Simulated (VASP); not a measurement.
# Ge (Fd-3m) in VASP: settings compared

Aim: see how the results for Ge move with the level of theory and the settings. Levels: SVWN5, revPBE+D3(BJ). Tasks: single point.

Everything below comes from runs of VASP 6.6.1. Logs are shortened: lines on timing, memory, paths and dates and some standing lists are left out, and cuts for length are marked.

**What was measured.**

From “Electronic and optical properties of SixGe1-x-ySny alloys lattice-matched to Ge”, 2021, arxiv:2109.02782, for a bulk crystal of Ge: band gap 0.666 eV (indirect) at 293 K; band gap 0.807 eV (direct) at 300 K.

How close the calculation comes is told below.

## Step 1: The cell of the first run

It takes space group Fd-3m (No. 227, cubic). Conventional cell: a = 5.620 Å, b = 5.620 Å, c = 5.620 Å, α = 90.00°, β = 90.00°, γ = 90.00°. Ge (site symmetry -43m) has 4 Ge at 2.43 Å within 3.2 Å.

## Step 2: Single point, SVWN5

Contents of INCAR:

```
SYSTEM = Ge
  PREC = Accurate
  ENCUT = 520
  EDIFF = 1E-6
  ISMEAR = -1
  SIGMA = 0.05
  LREAL = .False.
  LASPH = .True.
  NELM = 100
  ALGO = Normal
  ISIF = 2
  LWAVE = .False.
  LCHARG = .False.
  GGA = VW
  NBANDS = 21
```

Contents of KPOINTS:

```
regular mesh
0
Gamma
  8 8 8
  0 0 0
```

Contents of POSCAR:

```
Ge
1.0
    0.0000000000      2.8100853028      2.8100853028
    2.8100853028      0.0000000000      2.8100853028
    2.8100853028      2.8100853028      0.0000000000
Ge
2
Direct
    0.7500000000      0.7500000000      0.7500000000
    0.5000000000      0.5000000000      0.5000000000
```

Potentials or basis: VASP PAW PBE potentials, release 64 (Ge_d).

On the command line:

```bash
> cat potpaw_PBE.64/Ge_d/POTCAR > POTCAR
> mpirun -np 1 vasp_std > vasp.out
```

OUTCAR:

```text
SYSTEM = Ge
   PREC = Accurate
   ENCUT = 520
   EDIFF = 1E-6
   ISMEAR = -1
   LREAL = .False.
   LASPH = .True.
   NELM = 100
   ISIF = 2
   GGA = VW

 ion  position               nearest neighbor table
   1  0.750  0.750  0.750-   2 2.43   2 2.43   2 2.43   2 2.43
   2  0.500  0.500  0.500-   1 2.43   1 2.43   1 2.43   1 2.43

  LATTYP: Found a face centered cubic cell.
 ALAT       =     5.6201706056

  Lattice vectors:

 A1 = (   0.0000000000,   2.8100853028,   2.8100853028)
 A2 = (   2.8100853028,   0.0000000000,   2.8100853028)
 A3 = (   2.8100853028,   2.8100853028,   0.0000000000)

Analysis of symmetry for initial positions (statically):
=====================================================================
 Subroutine PRICEL returns:
 Original cell was already a primitive cell.

 Routine SETGRP: Setting up the symmetry group for a
 face centered cubic supercell.

 Subroutine GETGRP returns: Found 48 space group operations
 (whereof 24 operations were pure point group operations)
 out of a pool of 48 trial point group operations.

The static configuration has the point symmetry T_d .
 The point group associated with its full space group is O_h .

Analysis of symmetry for dynamics (positions and initial velocities):
=====================================================================
 Subroutine PRICEL returns:
 Original cell was already a primitive cell.

 Routine SETGRP: Setting up the symmetry group for a
 face centered cubic supercell.

 Subroutine GETGRP returns: Found 48 space group operations
 (whereof 24 operations were pure point group operations)
 out of a pool of 48 trial point group operations.

The dynamic configuration has the point symmetry T_d .
 The point group associated with its full space group is O_h .

 Subroutine INISYM returns: Found 48 space group operations
 (whereof 24 operations are pure point group operations),
 and found     1 'primitive' translations

----------------------------------------------------------------------------------------

                                     Primitive cell

  volume of cell :      44.3801

  direct lattice vectors                    reciprocal lattice vectors
     0.000000000  2.810085303  2.810085303    -0.177930542  0.177930542  0.177930542
     2.810085303  0.000000000  2.810085303     0.177930542 -0.177930542  0.177930542
     2.810085303  2.810085303  0.000000000     0.177930542  0.177930542 -0.177930542

  length of vectors
     3.974060747  3.974060747  3.974060747     0.308184738  0.308184738  0.308184738

  position of ions in fractional coordinates (direct lattice)
     0.750000000  0.750000000  0.750000000
     0.500000000  0.500000000  0.500000000

  ion indices of the primitive-cell ions
   primitive index   ion index
                 1           1
                 2           2

----------------------------------------------------------------------------------------

 KPOINTS: regular mesh

Automatic generation of k-mesh.
 Grid dimensions read from file:
 generate k-points for:    8    8    8

 Generating k-lattice:

  Cartesian coordinates                     Fractional coordinates (reciprocal lattice)
    -0.022241318  0.022241318  0.022241318     0.125000000  0.000000000  0.000000000
     0.022241318 -0.022241318  0.022241318     0.000000000  0.125000000  0.000000000
     0.022241318  0.022241318 -0.022241318     0.000000000  0.000000000  0.125000000

  Length of vectors
     0.038523092  0.038523092  0.038523092

  Shift w.r.t. Gamma in fractional coordinates (k-lattice)
     0.000000000  0.000000000  0.000000000

 Subroutine IBZKPT returns following result:
 ===========================================

 Found     29 irreducible k-points:

 Following reciprocal coordinates:
            Coordinates               Weight
  0.000000  0.000000  0.000000      1.000000
  0.125000  0.000000  0.000000      8.000000
  0.250000  0.000000  0.000000      8.000000
  0.375000  0.000000  0.000000      8.000000
  0.500000  0.000000  0.000000      4.000000
  0.125000  0.125000  0.000000      6.000000
[... 16 lines left out ...]
  0.500000  0.250000  0.125000     48.000000
 -0.375000  0.250000  0.125000     24.000000
 [... further k-points ...]
   k-points           NKPTS =     29   k-points in BZ     NKDIM =     29   number of bands    NBANDS=     21
   number of dos      NEDOS =    301   number of ions     NIONS =      2
   total plane-waves  NPLWV =  27000
   dimension x,y,z NGX =    30 NGY =   30 NGZ =   30
   dimension x,y,z NGXF=    60 NGYF=   60 NGZF=   60
   ions per type =               2
   NGX,Y,Z   is equivalent  to a cutoff of  12.55, 12.55, 12.55 a.u.
   NGXF,Y,Z  is equivalent  to a cutoff of  25.10, 25.10, 25.10 a.u.
 SYSTEM =  Ge
   PREC   = accura    normal or accurate (medium, high low for compatibility)
   ISTART =      0    job   : 0-new  1-cont  2-samecut
   ICHARG =      2    charge: 1-file 2-atom 10-const
   ISPIN  =      1    spin polarized calculation?
   LNONCOLLINEAR =      F non collinear calculations
   LSORBIT =      F    spin-orbit coupling
   LASPH  =      T    aspherical Exc in radial PAW
   ENCUT  =  520.0 eV  38.22 Ry    6.18 a.u.   7.39  7.39  7.39*2*pi/ulx,y,z
   NELM   =    100;   NELMIN=  2; NELMDL= -5     # of ELM steps
   EDIFF  = 0.1E-05   stopping-criterion for ELM
   LREAL  =      F    real-space projection
   EDIFFG = 0.1E-04   stopping-criterion for IOM
   NSW    =      0    number of steps for IOM
   IBRION =     -1    ionic relax: 0-MD 1-quasi-New 2-CG
   NFREE  =      0    steps in history (QN), initial steepest desc. (CG)
   ISIF   =      2    stress and relaxation
   ISYM   =      2    0-nonsym 1-usesym 2-fastsym
   POTIM  = 0.5000    time-step for ionic-motion
   TEBEG  =    0.0;   TEEND  =   0.0 temperature during run
   PSTRESS=    0.0 pullay stress
   NELECT =      28.0000    total number of electrons
   NUPDOWN=      -1.0000    fix difference up-down
   EMIN   =  10.00;   EMAX   =-10.00  energy-range for DOS
   EFERMI =   0.00;   METHOD = LEGACY
   ISMEAR =    -1;   SIGMA  =   0.05  broadening in eV -4-tet -1-fermi 0-gaus
   EFERMI_NEDOS =   21; number of points for ismear=-14 and -15
   IALGO  =     38    algorithm
   IMIX   =      4    mixing-type and parameters
     AMIX     =   0.40;   BMIX     =  1.00
     AMIX_MAG =   1.60;   BMIX_MAG =  1.00
  volume/ion in A,a.u.               =      22.19       149.75
  Fermi-wavevector in a.u.,A,eV,Ry     =   1.404100  2.653364 26.823838  1.971497
  Thomas-Fermi vector in A             =   2.526695
   LORBIT       =      0    0 simple, 1 ext, 2 COOP (PROOUT), +10 PAW based schemes
   GGA     = VW    functional components
   LHFCALC =     F    Hartree Fock is set to
   AEXX    =    0.0000 exact exchange contribution
   IVDW    =     0    specifies the selected vdW correction
   LEPSILON=     F    determine dielectric tensor
   LRPA    =     F    only Hartree local field effects (RPA)
 non-spin polarized calculation
  energy-cutoff  :      520.00
  volume of cell :       44.38
 maximum number of plane-waves:      1243
 NGX is ok and might be reduce to    30
   NGX = 15   NGY = 15   NGZ = 15

 number of electron      28.0000032 magnetization

 Free energy of the ion-electron system (eV)
  ---------------------------------------------------
  ext. energy  EPLUGINS =         0.00000000
  ---------------------------------------------------
  free energy    TOTEN  =       -10.26283630 eV

  energy without entropy =      -10.26186485  energy(sigma->0) =      -10.26235058

 E-fermi :   4.8950     XC(G=0): -10.3771

 val. band max:        4.8799100606   @ k =   0.0000   0.0000   0.0000
 cond. band min:       4.9855013677   @ k =   0.5000   0.0000   0.0000
 fundamental gap:      0.1055913071
 Fermi energy:         4.8949645602

 k-point     1 :       0.0000    0.0000    0.0000
  band No.  band energies     occupation
      1     -19.9282      2.00000
      2     -19.9282      2.00000
      3     -19.9282      2.00000
      4     -19.8897      2.00000
      5     -19.8897      2.00000
      6     -19.6654      2.00000
[... 13 lines left out ...]
     20      14.5129      0.00000
     21      14.5129      0.00000

 k-point     2 :       0.1250    0.0000    0.0000
  band No.  band energies     occupation
      1     -19.9369      2.00000
      2     -19.9369      2.00000
      3     -19.9256      2.00000
      4     -19.8775      2.00000
      5     -19.8775      2.00000
      6     -19.6776      2.00000
[... 13 lines left out ...]
     20      13.5285      0.00000
     21      13.5285      0.00000

 k-point     3 :       0.2500    0.0000    0.0000
  band No.  band energies     occupation
      1     -19.9476      2.00000
      2     -19.9476      2.00000
      3     -19.9191      2.00000
      4     -19.8592      2.00000
      5     -19.8592      2.00000
      6     -19.6920      2.00000
[... 13 lines left out ...]
     20      13.2652      0.00000
     21      13.2652      0.00000

 k-point     4 :       0.3750    0.0000    0.0000
  band No.  band energies     occupation
      1     -19.9529      2.00000
      2     -19.9529      2.00000
      3     -19.9125      2.00000
      4     -19.8481      2.00000
      5     -19.8481      2.00000
      6     -19.6994      2.00000
[... 13 lines left out ...]
     20      14.4566      0.00000
     21      14.4566      0.00000

 k-point     5 :       0.5000    0.0000    0.0000
  band No.  band energies     occupation
      1     -19.9542      2.00000
      2     -19.9542      2.00000
      3     -19.9097      2.00000
      4     -19.8451      2.00000
      5     -19.8451      2.00000
      6     -19.7010      2.00000
[... 13 lines left out ...]
     20      16.0120      0.00000
     21      16.1601      0.00000
[... 382 lines left out ...]
     20      16.5025      0.00000
     21      17.8420      0.00000

 k-point    22 :       0.3750    0.2500    0.1250
  band No.  band energies     occupation
      1     -19.9588      2.00000
      2     -19.9560      2.00000
      3     -19.9106      2.00000
      4     -19.8510      2.00000
      5     -19.8204      2.00000
      6     -19.7469      2.00000
[... 13 lines left out ...]
     20      14.9465      0.00000
     21      15.3308      0.00000

 k-point    23 :       0.5000    0.2500    0.1250
  band No.  band energies     occupation
      1     -19.9713      2.00000
      2     -19.9629      2.00000
      3     -19.8875      2.00000
      4     -19.8351      2.00000
      5     -19.8069      2.00000
      6     -19.7560      2.00000
[... 13 lines left out ...]
     20      14.5387      0.00000
     21      16.4101      0.00000

 k-point    24 :      -0.3750    0.2500    0.1250
  band No.  band energies     occupation
      1     -19.9769      2.00000
      2     -19.9643      2.00000
      3     -19.8770      2.00000
      4     -19.8234      2.00000
      5     -19.8085      2.00000
      6     -19.7505      2.00000
[... 13 lines left out ...]
     20      15.8147      0.00000
     21      16.3974      0.00000

 [... further k-points ...]

------------------------ aborting loop because EDIFF is reached ----------------------------------------

  FORCE on cell =-STRESS in cart. coord.  units (eV):
  Direction    XX          YY          ZZ          XY          YZ          ZX
  --------------------------------------------------------------------------------------
  -------------------------------------------------------------------------------------
  Total        0.0341960      0.0341960      0.0341960     -0.0000000      0.0000000     -0.0000000
  in kB        1.2345188      1.2345188      1.2345188     -0.0000000      0.0000000     -0.0000000
  external PRESSURE =       1.2345188 kB  Pullay stress =       0.0000000 kB

 VOLUME and BASIS-vectors are now :
 -----------------------------------------------------------------------------
  energy-cutoff  :      520.00
  volume of cell :       44.38
      direct lattice vectors                 reciprocal lattice vectors
     0.000000000  2.810085303  2.810085303    -0.177930542  0.177930542  0.177930542
     2.810085303  0.000000000  2.810085303     0.177930542 -0.177930542  0.177930542
     2.810085303  2.810085303  0.000000000     0.177930542  0.177930542 -0.177930542

 POSITION                                       TOTAL-FORCE (eV/Angst)
 -----------------------------------------------------------------------------------
      4.21513      4.21513      4.21513         0.000000      0.000000     -0.000000
      2.81009      2.81009      2.81009        -0.000000     -0.000000      0.000000
 -----------------------------------------------------------------------------------
    total drift:                                0.000000     -0.000000     -0.000000

  FREE ENERGIE OF THE ION-ELECTRON SYSTEM (eV)
  ---------------------------------------------------
  free  energy   TOTEN  =       -10.2628363040 eV

  energy  without entropy=      -10.2618648467  energy(sigma->0) =      -10.26235058
```

Run time: 14 s. Hardware: 1 thread of AMD EPYC 9R45 (Zen 5), shared host; peak memory 0.12 GiB.

Results:

| Item | Value |
| --- | --- |
| Free energy | -10.2628 eV |
| Pressure | 0.1 GPa |
| Band gap on the k mesh | zero (filled and empty bands touch) |

Caveat: semilocal functionals underestimate gaps, so a narrow gap can read as zero; the PAW data sets were made with another functional, which shifts forces and pressure a little.

## Step 3: Single point, revPBE+D3(BJ)

This run uses another cell than the first one, of 22.64 Å³/atom.

Contents of INCAR:

```
SYSTEM = Ge
PREC = Accurate ; ENCUT = 520
EDIFF = 1E-7 ; ISMEAR = -1
SIGMA = 0.05 ; LREAL = .False.
LASPH = .True. ; NELM = 60
ALGO = Normal ; ISIF = 2
LWAVE = .False. ; LCHARG = .False.
GGA = RE ; IVDW = 12
NBANDS = 21
```

KPOINTS is that of step 2.

Contents of POSCAR:

```
Ge
1.0
    0.0000000000      2.8289100000      2.8289100000
    2.8289100000      0.0000000000      2.8289100000
    2.8289100000      2.8289100000      0.0000000000
Ge
2
Direct
    0.7500000000      0.7500000000      0.7500000000
    0.5000000000      0.5000000000      0.5000000000
```

Potentials or basis: VASP PAW PBE potentials, release 64 (Ge_d).

On the command line:

```bash
> cat potpaw_PBE.64/Ge_d/POTCAR > POTCAR
> mpirun -np 1 vasp_std > vasp.out
```

Run time: 16 s. Hardware: 1 thread of AMD EPYC 9R45 (Zen 5), shared host; peak memory 0.14 GiB.

The run converged. Its results:

| Item | Value |
| --- | --- |
| Free energy | -9.5489 eV |
| Pressure | 0.6 GPa |
| Band gap on the k mesh | 0.12 eV |
| Dispersion energy per atom | -0.570 eV |

Levels at points of the mesh, in eV from the valence-band top:
| k point | band 11 | band 12 | band 13 | band 14 | band 15 | band 16 | band 17 | band 18 |
| --- | --- | --- | --- | --- | --- | --- | --- | --- |
| (0.00, 0.00, 0.00) | -12.75 | 0.00 | 0.00 | 0.00 | 0.12 | 2.56 | 2.56 | 2.56 |
| (0.50, 0.00, 0.00) | -10.66 | -7.57 | -1.41 | -1.41 | 0.25 | 3.76 | 3.76 | 7.24 |
| (0.50, 0.50, 0.00) | -8.86 | -8.86 | -3.07 | -3.07 | 0.81 | 0.81 | 9.55 | 9.55 |

Caveat: the PAW data sets were made with another functional, which shifts forces and pressure a little.

## Step 4: Comparison with measurements

Step 2. Against the measured gap of Ge, 0.666 eV (indirect; 293 K; “Electronic and optical properties of SixGe1-x-ySny alloys lattice-matched to Ge”, 2021, arxiv:2109.02782), the calculated 0.00 eV is off by -0.67 eV. 3 values of this kind are on record (0.666 to 0.807 eV); this one was drawn at random among those near their median. Spin-orbit coupling on Ge is left out. The value is that of SVWN5 on a finite k mesh, which can miss the band edges, without temperature or zero-point motion.

Step 3. Against the measured gap of Ge, 0.807 eV (direct; 300 K; “Electronic and optical properties of SixGe1-x-ySny alloys lattice-matched to Ge”, 2021, arxiv:2109.02782), the calculated 0.12 eV is off by -0.69 eV. 3 values of this kind are on record (0.666 to 0.807 eV); this one was drawn at random among those near their median. Spin-orbit coupling on Ge is left out. The value is that of revPBE+D3(BJ) on a finite k mesh, which can miss the band edges, without temperature or zero-point motion. Semilocal functionals fall short of measured gaps as a rule.
